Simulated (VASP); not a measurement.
A run of VASP 6.6.1 is set up as follows.

The input POSCAR:

```
CaO
1.0
    0.0000000000      2.3975501136      2.3975501136
    2.3975501136      0.0000000000      2.3975501136
    2.3975501136      2.3975501136      0.0000000000
Ca O
1 1
Direct
    0.0000000000      0.0000000000      0.0000000000
    0.5000000000      0.5000000000      0.5000000000
```

File INCAR.step1:

```
PREC = Accurate
ENCUT = 500
EDIFF = 1E-8
ISMEAR = 0
SIGMA = 0.01
LREAL = F
LASPH = T
NELM = 60
ALGO = Normal
LWAVE = T
LCHARG = F
GGA = PE
```

File INCAR.step2:

```
PREC = Accurate
ENCUT = 500
EDIFF = 1E-8
ISMEAR = 0
SIGMA = 0.01
LREAL = F
LASPH = T
NELM = 1
ALGO = Exact
LWAVE = T
LCHARG = F
GGA = PE
NBANDS = 52
LOPTICS = T
ISTART = 1
```

Contents of INCAR.step3:

```
PREC = Accurate
ENCUT = 500
EDIFF = 1E-8
ISMEAR = 0
SIGMA = 0.01
LREAL = F
LASPH = T
ALGO = EVGW0
LWAVE = F
LCHARG = F
GGA = PE
NELMGW = 1
NBANDS = 52
ENCUTGW = 80.0
NOMEGA = 96
PRECFOCK = Fast
ISTART = 1
NBANDSGW = 16
OMEGAMAX = 20
```

KPOINTS

```
Automatic mesh
0
Gamma
  8 8 8
```

Potentials or basis: VASP PAW PBE potentials, release 64 (Ca_sv_GW, O_GW).

The run is started by

```sh
$ cat potpaw_PBE.64/Ca_sv_GW/POTCAR potpaw_PBE.64/O_GW/POTCAR > POTCAR
$ cp INCAR.step1 INCAR
$ mpirun -np 1 vasp_std > vasp.out
$ cp INCAR.step2 INCAR
$ mpirun -np 1 vasp_std > vasp.out
$ cp INCAR.step3 INCAR
$ mpirun -np 1 vasp_std > vasp.out
```

Estimate the quasiparticle gap.

5.72 eV.

Estimate the least direct quasiparticle gap.

6.12 eV.

Predict the band gap of the starting levels on the mesh.

3.66 eV.

Caveat: bands, screening cutoff and mesh are small and nothing is extrapolated, so the quasiparticle values aren't converged.
